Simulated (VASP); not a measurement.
# PbS (I4/mmm) in VASP: further runs, part 2 of 2

VASP 6.6.1. The steps go on from the part before.

**3. Electric field gradients, LDA (zz strain of +1 %)**

The input, INCAR:

```
ALGO = Normal
EDIFF = 1E-8
ENCUT = 520
ISIF = 2
ISMEAR = -1
LASPH = True
LCHARG = False
LEFG = True
LREAL = False
LWAVE = False
NBANDS = 17
NELM = 100
PREC = Accurate
SIGMA = 0.01
```

The input, KPOINTS:

```
k-points
0
Gamma
  7 7 7
```

The input, POSCAR:

```
PbS
1.0
    0.0000000000      2.9650000000      2.9946500000
    2.9650000000      0.0000000000      2.9946500000
    2.9650000000      2.9650000000      0.0000000000
Pb S
1 1
Direct
    0.0000000000      0.0000000000      0.0000000000
    0.5000000000      0.5000000000      0.5000000000
```

Potentials or basis: VASP PAW LDA potentials, release 64 (Pb_d, S).

Run with:

```
cat potpaw_LDA.64/Pb_d/POTCAR potpaw_LDA.64/S/POTCAR > POTCAR
mpirun -np 1 vasp_std > vasp.out
```

OUTCAR:

```text
EDIFF = 1E-8
   ENCUT = 520
   ISIF = 2
   ISMEAR = -1
   LASPH = True
   LREAL = False
   NELM = 100
   PREC = Accurate

 ion  position               nearest neighbor table
   1  0.000  0.000  0.000-   2 2.96   2 2.96   2 2.96   2 2.96   2 2.99   2 2.99
   2  0.500  0.500  0.500-   1 2.96   1 2.96   1 2.96   1 2.96   1 2.99   1 2.99

  LATTYP: Found a body centered tetragonal cell.
 ALAT       =     4.1931432124
 C/A-ratio  =     1.4283556980

  Lattice vectors:

 A1 = (  -2.9650000000,   0.0000000000,   2.9946500000)
 A2 = (   2.9650000000,   0.0000000000,   2.9946500000)
 A3 = (   0.0000000000,   2.9650000000,  -2.9946500000)

[... 690 lines left out ...]
  free  energy   TOTEN  =        -9.9750550344 eV

  energy  without entropy=       -9.9750550344  energy(sigma->0) =       -9.97505503

 Electric field gradients (V/A^2)
---------------------------------------------------------------------
 ion       V_xx      V_yy      V_zz      V_xy      V_xz      V_yz
---------------------------------------------------------------------
   1     -14.475   -14.475    28.949    -0.001    -0.001    -0.001
   2      -0.617    -0.617     1.234    -0.001    -0.000    -0.000
---------------------------------------------------------------------

 Electric field gradients after diagonalization (V/A^2)
 (convention: |V_zz| > |V_xx| > |V_yy|)
----------------------------------------------------------------------
 ion       V_xx      V_yy      V_zz     asymmetry (V_yy - V_xx)/ V_zz
----------------------------------------------------------------------
   1     -14.476   -14.473    28.949       0.000
   2      -0.618    -0.617     1.234       0.001
----------------------------------------------------------------------

           NMR quadrupolar parameters

 Cq : quadrupolar parameter    Cq=e*Q*V_zz/h
 eta: asymmetry parameters     (V_yy - V_xx)/ V_zz
 Q  : nuclear electric quadrupole moment in mb (millibarn)
----------------------------------------------------------------------
 ion       Cq(MHz)       eta       Q (mb)
----------------------------------------------------------------------
   1       0.070       0.000       1.000
   2       0.003       0.001       1.000
----------------------------------------------------------------------
```

OSZICAR:

```text
N       E                     dE             d eps       ncg     rms          rms(c)
DAV:   1     0.161142305374E+03    0.16114E+03   -0.96479E+03  1368   0.123E+03
DAV:   2     0.177789242343E+01   -0.15936E+03   -0.15269E+03  1460   0.315E+02
DAV:   3    -0.101161338440E+02   -0.11894E+02   -0.11810E+02  1758   0.916E+01
DAV:   4    -0.104249252468E+02   -0.30879E+00   -0.30857E+00  1756   0.162E+01
DAV:   5    -0.104357443044E+02   -0.10819E-01   -0.10818E-01  2012   0.292E+00    0.442E+00
DAV:   6    -0.998623410055E+01    0.44951E+00   -0.13441E+00  2192   0.777E+00    0.310E+00
DAV:   7    -0.997920139970E+01    0.70327E-02   -0.10378E-01  1716   0.161E+00    0.173E+00
DAV:   8    -0.997540566256E+01    0.37957E-02   -0.11620E-02  1652   0.103E+00    0.220E-01
DAV:   9    -0.997503552008E+01    0.37014E-03   -0.23837E-03  2129   0.364E-01    0.763E-02
DAV:  10    -0.997505893071E+01   -0.23411E-04   -0.14538E-04  1553   0.699E-02    0.502E-02
DAV:  11    -0.997505516185E+01    0.37689E-05   -0.16767E-05  1938   0.414E-02    0.846E-03
DAV:  12    -0.997505504583E+01    0.11603E-06   -0.81088E-07  2003   0.124E-02    0.254E-03
DAV:  13    -0.997505503196E+01    0.13868E-07   -0.15186E-07  1618   0.244E-03    0.131E-03
DAV:  14    -0.997505503435E+01   -0.23954E-08   -0.53331E-09  1309   0.565E-04
   1 F= -.99750550E+01 E0= -.99750550E+01  d E =-.510032E-14
```

stdout:

```text
POSCAR found type information on POSCAR PbS
 POSCAR found :  2 types and       2 ions
 scaLAPACK will be used
 LDA part: xc-table for (Slater(with rela. corr.)+CA(PZ))
 , standard interpolation
 POSCAR, INCAR and KPOINTS ok, starting setup
 FFT: planning ... GRIDC
 FFT: planning ... GRID_SOFT
 FFT: planning ... GRID
 WAVECAR not read
 entering main loop
ion   1

ion   2
```

It took 21 s on 1 thread of Intel Xeon Platinum 8259CL at 2.50GHz (Skylake/Cascade Lake), shared host; peak memory 0.17 GiB.

Results:

```yaml
Free_energy: -9.9751 eV
Pressure: -3.1 GPa
Band_gap_on_the_k_mesh: 0.88 eV
Largest_electric_field_gradient_by_atom: Pb +28.9; S +1.2 V/Å²
```

Stress tensor (GPa, compression positive):
```
-2.70  0.00  0.00
 0.00 -2.70  0.00
 0.00  0.00 -3.81
```

Levels at points of the mesh, in eV from the valence-band top:
```
           k point  band 7  band 8  band 9  band 10  band 11  band 12  band 13  band 14
(0.00, 0.00, 0.00)   -5.80   -1.85   -1.85    -1.77     5.19     5.41     5.41     6.92
```

Electric field gradients, principal values (V/Å²):
| atom | least | middle | greatest (by size) |
| --- | --- | --- | --- |
| 1 Pb | -14.473 | -14.476 | 28.949 |
| 2 S | -0.617 | -0.618 | 1.234 |

Caveat: the cell differs from its parent crystal (zz strain of +1 %); the cell stands under tension; without QUAD_EFG the Cq values of the log hold for a quadrupole moment of 1 mb, not for the nuclei; spin-orbit coupling is left out, which moves the levels of the heavy elements; an odd mesh through Γ misses points on the zone boundary, where band edges can lie.
